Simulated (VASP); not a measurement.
# CsI (Pm-3m) in VASP: notebook

The runs below take CsI through single point, with r2SCAN.

Program: VASP 6.6.1. These are calculated values, not measurements. Logs are shortened: lines on timing, memory, paths and dates and some standing lists are left out, and cuts for length are marked.

## 1. The cell of the first run

Symmetry: Pm-3m, No. 221, cubic system. Conventional cell: a = 4.417 Å, b = 4.417 Å, c = 4.417 Å, α = 90.00°, β = 90.00°, γ = 90.00°. Within 5.0 Å of Cs (site symmetry m-3m) lie 8 I at 3.83 Å and 6 Cs at 4.42 Å. Within 5.0 Å of I (site symmetry m-3m) lie 8 Cs at 3.83 Å and 6 I at 4.42 Å.

## 2. Single point, r2SCAN (43.08 Å³/atom)

POSCAR reads:

```
CsI
1.0
    4.4167403040      0.0000000000      0.0000000000
    0.0000000000      4.4167403040      0.0000000000
    0.0000000000      0.0000000000      4.4167403040
Cs I
1 1
Direct
    0.0000000000      0.0000000000      0.0000000000
    0.5000000000      0.5000000000      0.5000000000
```

INCAR.step1 reads:

```
SYSTEM = CsI
  ALGO = Normal
  EDIFF = 1E-5
  ENCUT = 550
  GGA = PE
  GGA_COMPAT = .FALSE.
  ISMEAR = 0
  LASPH = .TRUE.
  LCHARG = .FALSE.
  LREAL = .FALSE.
  LWAVE = .TRUE.
  NBANDS = 15
  NELM = 120
  PREC = Accurate
  SIGMA = 0.02
```

INCAR.step2 reads:

```
SYSTEM = CsI
  ALGO = Normal
  EDIFF = 1E-6
  ENCUT = 550
  GGA_COMPAT = .FALSE.
  ISIF = 2
  ISMEAR = 0
  ISTART = 1
  LASPH = .TRUE.
  LCHARG = .FALSE.
  LMIXTAU = .TRUE.
  LREAL = .FALSE.
  LWAVE = .FALSE.
  METAGGA = R2SCAN
  NBANDS = 15
  NELM = 120
  PREC = Accurate
  SIGMA = 0.02
```

KPOINTS reads:

```
k-points
0
G
  6 6 6
  0 0 0
```

Potentials or basis: VASP PAW PBE potentials, release 64 (Cs_sv, I).

Started as:

```console
> cat potpaw_PBE.64/Cs_sv/POTCAR potpaw_PBE.64/I/POTCAR > POTCAR
> cp INCAR.step1 INCAR
> mpirun -np 1 vasp_std > vasp.out
> cp INCAR.step2 INCAR
> mpirun -np 1 vasp_std > vasp.out
```

OUTCAR:

```text
SYSTEM = CsI
   EDIFF = 1E-6
   ENCUT = 550
   ISIF = 2
   ISMEAR = 0
   ISTART = 1
   LASPH = .TRUE.
   LREAL = .FALSE.
   METAGGA = R2SCAN
   NELM = 120
   PREC = Accurate

 ion  position               nearest neighbor table
   1  0.000  0.000  0.000-
   2  0.500  0.500  0.500-

  LATTYP: Found a simple cubic cell.
 ALAT       =     4.4167403040

  Lattice vectors:

 A1 = (   4.4167403040,   0.0000000000,   0.0000000000)
 A2 = (   0.0000000000,   4.4167403040,   0.0000000000)
 A3 = (   0.0000000000,   0.0000000000,   4.4167403040)

Analysis of symmetry for initial positions (statically):
=====================================================================
 Subroutine PRICEL returns:
 Original cell was already a primitive cell.

 Routine SETGRP: Setting up the symmetry group for a
 simple cubic supercell.

 Subroutine GETGRP returns: Found 48 space group operations
 (whereof 48 operations were pure point group operations)
 out of a pool of 48 trial point group operations.

The static configuration has the point symmetry O_h .

Analysis of symmetry for dynamics (positions and initial velocities):
=====================================================================
 Subroutine PRICEL returns:
 Original cell was already a primitive cell.

 Routine SETGRP: Setting up the symmetry group for a
 simple cubic supercell.

 Subroutine GETGRP returns: Found 48 space group operations
 (whereof 48 operations were pure point group operations)
 out of a pool of 48 trial point group operations.

The dynamic configuration has the point symmetry O_h .

 Subroutine INISYM returns: Found 48 space group operations
 (whereof 48 operations are pure point group operations),
 and found     1 'primitive' translations

----------------------------------------------------------------------------------------

                                     Primitive cell

  volume of cell :      86.1600

  direct lattice vectors                    reciprocal lattice vectors
     4.416740304  0.000000000  0.000000000     0.226411319  0.000000000  0.000000000
     0.000000000  4.416740304  0.000000000     0.000000000  0.226411319  0.000000000
     0.000000000  0.000000000  4.416740304     0.000000000  0.000000000  0.226411319

  length of vectors
     4.416740304  4.416740304  4.416740304     0.226411319  0.226411319  0.226411319

  position of ions in fractional coordinates (direct lattice)
     0.000000000  0.000000000  0.000000000
     0.500000000  0.500000000  0.500000000

  ion indices of the primitive-cell ions
   primitive index   ion index
                 1           1
                 2           2

----------------------------------------------------------------------------------------

 KPOINTS: k-points

Automatic generation of k-mesh.
 Grid dimensions read from file:
 generate k-points for:    6    6    6

 Generating k-lattice:

  Cartesian coordinates                     Fractional coordinates (reciprocal lattice)
     0.037735220  0.000000000  0.000000000     0.166666667  0.000000000  0.000000000
     0.000000000  0.037735220  0.000000000     0.000000000  0.166666667  0.000000000
     0.000000000  0.000000000  0.037735220     0.000000000  0.000000000  0.166666667

  Length of vectors
     0.037735220  0.037735220  0.037735220

  Shift w.r.t. Gamma in fractional coordinates (k-lattice)
     0.000000000  0.000000000  0.000000000

 Subroutine IBZKPT returns following result:
 ===========================================

 Found     20 irreducible k-points:

 Following reciprocal coordinates:
            Coordinates               Weight
  0.000000  0.000000  0.000000      1.000000
  0.166667  0.000000  0.000000      6.000000
  0.333333  0.000000  0.000000      6.000000
  0.500000  0.000000  0.000000      3.000000
  0.166667  0.166667  0.000000     12.000000
  0.333333  0.166667  0.000000     24.000000
[... 12 lines left out ...]
  0.500000  0.500000  0.333333      6.000000
  0.500000  0.500000  0.500000      1.000000
   k-points           NKPTS =     20   k-points in BZ     NKDIM =     20   number of bands    NBANDS=     15
   number of dos      NEDOS =    301   number of ions     NIONS =      2
   total plane-waves  NPLWV =  46656
   dimension x,y,z NGX =    36 NGY =   36 NGZ =   36
   dimension x,y,z NGXF=    72 NGYF=   72 NGZF=   72
   ions per type =               1   1
   NGX,Y,Z   is equivalent  to a cutoff of  13.55, 13.55, 13.55 a.u.
   NGXF,Y,Z  is equivalent  to a cutoff of  27.10, 27.10, 27.10 a.u.
 SYSTEM =  CsI
   PREC   = accura    normal or accurate (medium, high low for compatibility)
   ISTART =      1    job   : 0-new  1-cont  2-samecut
   ICHARG =      0    charge: 1-file 2-atom 10-const
   ISPIN  =      1    spin polarized calculation?
   LNONCOLLINEAR =      F non collinear calculations
   LSORBIT =      F    spin-orbit coupling
   LASPH  =      T    aspherical Exc in radial PAW
   ENCUT  =  550.0 eV  40.42 Ry    6.36 a.u.   8.45  8.45  8.45*2*pi/ulx,y,z
   NELM   =    120;   NELMIN=  2; NELMDL=  0     # of ELM steps
   EDIFF  = 0.1E-05   stopping-criterion for ELM
   LREAL  =      F    real-space projection
   EDIFFG = 0.1E-04   stopping-criterion for IOM
   NSW    =      0    number of steps for IOM
   IBRION =     -1    ionic relax: 0-MD 1-quasi-New 2-CG
   NFREE  =      0    steps in history (QN), initial steepest desc. (CG)
   ISIF   =      2    stress and relaxation
   ISYM   =      2    0-nonsym 1-usesym 2-fastsym
   POTIM  = 0.5000    time-step for ionic-motion
   TEBEG  =    0.0;   TEEND  =   0.0 temperature during run
   PSTRESS=    0.0 pullay stress
   NELECT =      16.0000    total number of electrons
   NUPDOWN=      -1.0000    fix difference up-down
   EMIN   =  10.00;   EMAX   =-10.00  energy-range for DOS
   EFERMI =   0.00;   METHOD = LEGACY
   ISMEAR =     0;   SIGMA  =   0.02  broadening in eV -4-tet -1-fermi 0-gaus
   EFERMI_NEDOS =   21; number of points for ismear=-14 and -15
   IALGO  =     38    algorithm
   IMIX   =      4    mixing-type and parameters
     AMIX     =   0.40;   BMIX     =  1.00
     AMIX_MAG =   1.60;   BMIX_MAG =  1.00
  volume/ion in A,a.u.               =      43.08       290.72
  Fermi-wavevector in a.u.,A,eV,Ry     =   0.933999  1.765002 11.869092  0.872354
  Thomas-Fermi vector in A             =   2.060758
   LORBIT       =      0    0 simple, 1 ext, 2 COOP (PROOUT), +10 PAW based schemes
   METAGGA = R2SCAN    functional components
   LHFCALC =     F    Hartree Fock is set to
   AEXX    =    0.0000 exact exchange contribution
   IVDW    =     0    specifies the selected vdW correction
   LEPSILON=     F    determine dielectric tensor
   LRPA    =     F    only Hartree local field effects (RPA)
 non-spin polarized calculation
 Gauss-broadening in eV      SIGMA  =   0.02
  energy-cutoff  :      550.00
  volume of cell :       86.16
 maximum number of plane-waves:      2560
 NGX is ok and might be reduce to    36
   NGX = 17   NGY = 17   NGZ = 17

 number of electron      15.9999997 magnetization

 Free energy of the ion-electron system (eV)
  ---------------------------------------------------
  ext. energy  EPLUGINS =         0.00000000
  ---------------------------------------------------
  free energy    TOTEN  =       -53.05034661 eV

  energy without entropy =      -53.05034661  energy(sigma->0) =      -53.05034661

 E-fermi :   1.3314     XC(G=0):  -8.5784

 val. band max:        1.1561326357   @ k =   0.5000   0.5000   0.0000
 cond. band min:       5.5917583644   @ k =   0.0000   0.0000   0.0000
 fundamental gap:      4.4356257287
 Fermi energy:         1.3313842782

 k-point     1 :       0.0000    0.0000    0.0000
  band No.  band energies     occupation
      1     -19.7077      2.00000
      2      -9.9808      2.00000
      3      -6.0185      2.00000
      4      -6.0185      2.00000
      5      -6.0185      2.00000
      6       1.0932      2.00000
      7       1.0932      2.00000
      8       1.0932      2.00000
      9       5.5918      0.00000
     10       5.5918      0.00000
     11       6.1732      0.00000
     12       9.7549      0.00000
     13       9.7549      0.00000
     14       9.7549      0.00000
     15      12.2498      0.00000

 k-point     2 :       0.1667    0.0000    0.0000
  band No.  band energies     occupation
      1     -19.6974      2.00000
      2      -9.9920      2.00000
      3      -6.0578      2.00000
      4      -5.9948      2.00000
      5      -5.9948      2.00000
      6       0.5465      2.00000
      7       1.0356      2.00000
      8       1.0356      2.00000
      9       5.7785      0.00000
     10       6.2458      0.00000
     11       6.8808      0.00000
     12       9.6742      0.00000
     13       9.6742      0.00000
     14       9.9025      0.00000
     15      10.9141      0.00000

 k-point     3 :       0.3333    0.0000    0.0000
  band No.  band energies     occupation
      1     -19.6766      2.00000
      2     -10.0190      2.00000
      3      -6.1140      2.00000
      4      -5.9463      2.00000
      5      -5.9463      2.00000
      6      -0.2948      2.00000
      7       0.9170      2.00000
      8       0.9170      2.00000
      9       6.2967      0.00000
     10       7.7253      0.00000
     11       8.2470      0.00000
     12       9.2839      0.00000
     13       9.7590      0.00000
     14       9.7590      0.00000
     15      10.2773      0.00000
[... 271 lines left out ...]
 k-point    19 :       0.5000    0.5000    0.3333
  band No.  band energies     occupation
      1     -19.6054      2.00000
      2      -9.6401      2.00000
      3      -6.3923      2.00000
      4      -6.3923      2.00000
      5      -6.2331      2.00000
      6      -0.2765      2.00000
      7      -0.2765      2.00000
      8      -0.1124      2.00000
      9       8.0398      0.00000
     10       8.6538      0.00000
     11       8.6538      0.00000
     12       9.3086      0.00000
     13      11.0011      0.00000
     14      11.0011      0.00000
     15      12.0070      0.00000

 k-point    20 :       0.5000    0.5000    0.5000
  band No.  band energies     occupation
      1     -19.5971      2.00000
      2      -9.5998      2.00000
      3      -6.3462      2.00000
      4      -6.3462      2.00000
      5      -6.3462      2.00000
      6      -0.4336      2.00000
      7      -0.4336      2.00000
      8      -0.4336      2.00000
      9       9.2695      0.00000
     10       9.2695      0.00000
     11       9.2695      0.00000
     12      10.1849      0.00000
     13      10.1849      0.00000
     14      10.1849      0.00000
     15      12.0589      0.00000

------------------------ aborting loop because EDIFF is reached ----------------------------------------

  FORCE on cell =-STRESS in cart. coord.  units (eV):
  Direction    XX          YY          ZZ          XY          YZ          ZX
  --------------------------------------------------------------------------------------
  -------------------------------------------------------------------------------------
  Total        1.2115282      1.2115282      1.2115282     -0.0000000      0.0000000      0.0000000
  in kB       22.5288230     22.5288230     22.5288230     -0.0000000      0.0000000      0.0000000
  external PRESSURE =      22.5288230 kB  Pullay stress =       0.0000000 kB

 VOLUME and BASIS-vectors are now :
 -----------------------------------------------------------------------------
  energy-cutoff  :      550.00
  volume of cell :       86.16
      direct lattice vectors                 reciprocal lattice vectors
     4.416740304  0.000000000  0.000000000     0.226411319  0.000000000  0.000000000
     0.000000000  4.416740304  0.000000000     0.000000000  0.226411319  0.000000000
     0.000000000  0.000000000  4.416740304     0.000000000  0.000000000  0.226411319

 POSITION                                       TOTAL-FORCE (eV/Angst)
 -----------------------------------------------------------------------------------
      0.00000      0.00000      0.00000         0.000000      0.000000      0.000000
      2.20837      2.20837      2.20837         0.000000      0.000000      0.000000
 -----------------------------------------------------------------------------------
    total drift:                               -0.000000      0.000000      0.000000

  FREE ENERGIE OF THE ION-ELECTRON SYSTEM (eV)
  ---------------------------------------------------
  free  energy   TOTEN  =       -53.0503466072 eV

  energy  without entropy=      -53.0503466072  energy(sigma->0) =      -53.05034661
```

It took 3.1 min on 1 thread of Intel Xeon 8259CL, shared host; peak memory 0.23 GiB.

What came out:

| Quantity | Value |
| --- | --- |
| Free energy | -53.0503 eV |
| Pressure | 2.3 GPa |
| Band gap on the k mesh | 4.44 eV (least direct gap 4.50 eV) |

Levels at points of the mesh, in eV from the valence-band top:
| k point | band 4 | band 5 | band 6 | band 7 | band 8 | band 9 | band 10 | band 11 | band 12 | band 13 |
| --- | --- | --- | --- | --- | --- | --- | --- | --- | --- | --- |
| (0.00, 0.00, 0.00) | -7.17 | -7.17 | -0.06 | -0.06 | -0.06 | 4.44 | 4.44 | 5.02 | 8.60 | 8.60 |
| (0.50, 0.00, 0.00) | -7.08 | -7.08 | -1.80 | -0.30 | -0.30 | 5.60 | 7.28 | 7.63 | 7.81 | 8.90 |
| (0.50, 0.50, 0.00) | -7.68 | -7.02 | -0.94 | -0.94 | 0.00 | 4.74 | 5.57 | 6.68 | 6.68 | 10.71 |
| (0.50, 0.50, 0.50) | -7.50 | -7.50 | -1.59 | -1.59 | -1.59 | 8.11 | 8.11 | 8.11 | 9.03 | 9.03 |

Caveat: the PAW data sets were made with another functional, which shifts forces and pressure a little; spin-orbit coupling is left out, which moves the levels of the heavy elements.

## 3. Single point, r2SCAN (44.55 Å³/atom)

This run uses another cell than the first one, of 44.55 Å³/atom.

POSCAR reads:

```
CsI
1.0
    4.4663707537      0.0000000000      0.0000000000
    0.0000000000      4.4663707537      0.0000000000
    0.0000000000      0.0000000000      4.4663707537
Cs I
1 1
Direct
    0.0000000000      0.0000000000      0.0000000000
    0.5000000000      0.5000000000      0.5000000000
```

INCAR.step1 reads:

```
PREC     = Accurate       # precision mode
ENCUT    = 550            # plane-wave cutoff, eV
ISMEAR   = 0              # smearing method
SIGMA    = 0.02           # smearing width, eV
LREAL    = False          # projectors in reciprocal space
LASPH    = True           # aspherical terms in the spheres
NELM     = 120            # most SCF steps
NBANDS   = 15             # bands
GGA      = PE             # functional
ALGO     = Normal         # electronic algorithm
EDIFF    = 1E-5           # SCF threshold, eV
LWAVE    = True           # write WAVECAR
LCHARG   = False          # write CHGCAR
GGA_COMPAT= False
```

INCAR.step2 reads:

```
PREC     = Accurate       # precision mode
ENCUT    = 550            # plane-wave cutoff, eV
EDIFF    = 1E-6           # SCF threshold, eV
ISMEAR   = 0              # smearing method
SIGMA    = 0.02           # smearing width, eV
LREAL    = False          # projectors in reciprocal space
LASPH    = True           # aspherical terms in the spheres
NELM     = 120            # most SCF steps
ALGO     = Normal         # electronic algorithm
ISIF     = 2              # what is computed and relaxed
LWAVE    = False          # write WAVECAR
LCHARG   = False          # write CHGCAR
METAGGA  = R2SCAN         # meta-GGA
LMIXTAU  = True         
NBANDS   = 15             # bands
ISTART   = 1            
GGA_COMPAT= False
```

KPOINTS reads:

```
Automatic mesh
0
Gamma
  6 6 6
```

Potentials or basis: VASP PAW PBE potentials, release 64 (Cs_sv, I).

Started as:

```console
> cat potpaw_PBE.64/Cs_sv/POTCAR potpaw_PBE.64/I/POTCAR > POTCAR
> cp INCAR.step1 INCAR
> mpirun -np 1 vasp_std > vasp.out
> cp INCAR.step2 INCAR
> mpirun -np 1 vasp_std > vasp.out
```

Wall time 2.5 min (1 thread of Intel Xeon 8259CL, shared host); peak memory 0.22 GiB.

It converged, with:

```yaml
Free_energy: -53.0852 eV
Pressure: 1.5 GPa
Band_gap_on_the_k_mesh: 4.50 eV (least direct gap 4.57 eV)
```

Levels at points of the mesh, in eV from the valence-band top:
```tsv
k point	band 6	band 7	band 8	band 9	band 10	band 11
(0.00, 0.00, 0.00)	-0.07	-0.07	-0.07	4.50	4.50	4.87
(0.50, 0.00, 0.00)	-1.72	-0.28	-0.28	5.62	7.31	7.47
(0.50, 0.50, 0.00)	-0.92	-0.92	0.00	4.75	5.55	6.68
(0.50, 0.50, 0.50)	-1.49	-1.49	-1.49	7.99	7.99	7.99
```

Caveat: the PAW data sets were made with another functional, which shifts forces and pressure a little; spin-orbit coupling is left out, which moves the levels of the heavy elements. r2SCAN opens gaps a little over a GGA but as a rule still falls short of measured ones.

## 4. Single point, r2SCAN (53.85 Å³/atom)

This run uses another cell than the first one, of 53.85 Å³/atom.

POSCAR reads:

```
CsI
1.0
    4.7577892639      0.0000000000      0.0000000000
    0.0000000000      4.7577892639      0.0000000000
    0.0000000000      0.0000000000      4.7577892639
Cs I
1 1
Direct
    0.0000000000      0.0000000000      0.0000000000
    0.5000000000      0.5000000000      0.5000000000
```

INCAR.step1 reads:

```
SYSTEM = CsI
PREC     = Accurate       ! precision mode
ENCUT    = 550            ! plane-wave cutoff, eV
ISMEAR   = 0              ! smearing method
SIGMA    = 0.02           ! smearing width, eV
LREAL    = .FALSE.        ! projectors in reciprocal space
LASPH    = .TRUE.         ! aspherical terms in the spheres
NELM     = 120            ! most SCF steps
NBANDS   = 15             ! bands
GGA      = PE             ! functional
ALGO     = Normal         ! electronic algorithm
EDIFF    = 1E-5           ! SCF threshold, eV
LWAVE    = .TRUE.         ! write WAVECAR
LCHARG   = .FALSE.        ! write CHGCAR
GGA_COMPAT= .FALSE.
```

INCAR.step2 reads:

```
SYSTEM = CsI
PREC     = Accurate       ! precision mode
ENCUT    = 550            ! plane-wave cutoff, eV
EDIFF    = 1E-6           ! SCF threshold, eV
ISMEAR   = 0              ! smearing method
SIGMA    = 0.02           ! smearing width, eV
LREAL    = .FALSE.        ! projectors in reciprocal space
LASPH    = .TRUE.         ! aspherical terms in the spheres
NELM     = 120            ! most SCF steps
ALGO     = Normal         ! electronic algorithm
ISIF     = 2              ! what is computed and relaxed
LWAVE    = .FALSE.        ! write WAVECAR
LCHARG   = .FALSE.        ! write CHGCAR
METAGGA  = R2SCAN         ! meta-GGA
LMIXTAU  = .TRUE.       
NBANDS   = 15             ! bands
ISTART   = 1            
GGA_COMPAT= .FALSE.
```

KPOINTS reads:

```
regular mesh
0
G
  6 6 6
  0 0 0
```

Started as:

```console
> cat potpaw_PBE.64/Cs_sv/POTCAR potpaw_PBE.64/I/POTCAR > POTCAR
> cp INCAR.step1 INCAR
> mpirun -np 1 vasp_std > vasp.out
> cp INCAR.step2 INCAR
> mpirun -np 1 vasp_std > vasp.out
```

Wall time 2.4 min (1 thread of Intel Xeon 8259CL, shared host); peak memory 0.23 GiB.

It converged, with:

```yaml
Free_energy: -53.0983 eV
Pressure: -0.9 GPa
Band_gap_on_the_k_mesh: 4.19 eV (least direct gap 4.29 eV)
```

Levels at points of the mesh, in eV from the valence-band top:
| k point | band 5 | band 6 | band 7 | band 8 | band 9 | band 10 | band 11 | band 12 |
| --- | --- | --- | --- | --- | --- | --- | --- | --- |
| (0.00, 0.00, 0.00) | -7.48 | -0.10 | -0.10 | -0.10 | 4.19 | 4.77 | 4.77 | 8.14 |
| (0.50, 0.00, 0.00) | -7.44 | -1.28 | -0.18 | -0.18 | 5.68 | 6.62 | 6.80 | 7.39 |
| (0.50, 0.50, 0.00) | -7.41 | -0.78 | -0.78 | 0.00 | 4.75 | 5.44 | 6.63 | 6.63 |
| (0.50, 0.50, 0.50) | -7.66 | -1.04 | -1.04 | -1.04 | 7.35 | 7.35 | 7.35 | 7.98 |

Caveat: the PAW data sets were made with another functional, which shifts forces and pressure a little; spin-orbit coupling is left out, which moves the levels of the heavy elements.

(Part 1 of 2 ends here.)
